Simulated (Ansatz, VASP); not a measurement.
# WS2: VASP beside Ansatz

```
W S
1.0
     3.18295    0.00000    0.00000
    -1.59148    2.75652    0.00000
     0.00000    0.00000   28.53222
W S
3 6
Cartesian
  1.5915 0.9188 12.3933
  1.5915 0.9188 25.2662
  0.0000 0.0000 18.8109
  1.5915 0.9188 17.2513
  0.0000 0.0000 10.8340
  0.0000 0.0000 23.7059
  1.5915 0.9188 20.3706
  0.0000 0.0000 13.9531
  0.0000 0.0000 26.8256
```

Alike in both runs: task relaxation of cell and atoms; functional LDA; k mesh 10 × 10 × 1; occupations fermi-dirac, width 0.05 eV; no spin polarisation.

|  | VASP | Ansatz |
| --- | --- | --- |
| version | VASP 6.6.1 | Ansatz 0.2.0 |
| potentials or method | VASP PAW LDA potentials, release 64 (W_sv, S) | Ansatz PAW |
| plane-wave cutoff (eV) | 600 | 420 |
| valence electrons in the cell | 78 | 78 |

Ansatz gave:

* gap on the k mesh at the Fermi level, each at its own relaxed structure (eV): 1.17
* relaxed volume (Å³/atom): 25.72
* relaxed length of the cell vector where the two differ most in proportion (Å): 27.349

Problem. What did VASP give for the same quantities?

Solution. gap on the k mesh at the Fermi level, each at its own relaxed structure (eV): 1.18; relaxed volume (Å³/atom): 25.53; relaxed length of the cell vector where the two differ most in proportion (Å): 27.089.

LDA's correlation is that of Perdew and Zunger in VASP and of Perdew and Wang (1992) in Ansatz.

Neither program's run includes spin-orbit coupling. Noted on Ansatz's run: the plane-wave basis is chosen anew once the cell has moved, so the energies of steps on either side of that aren't comparable.
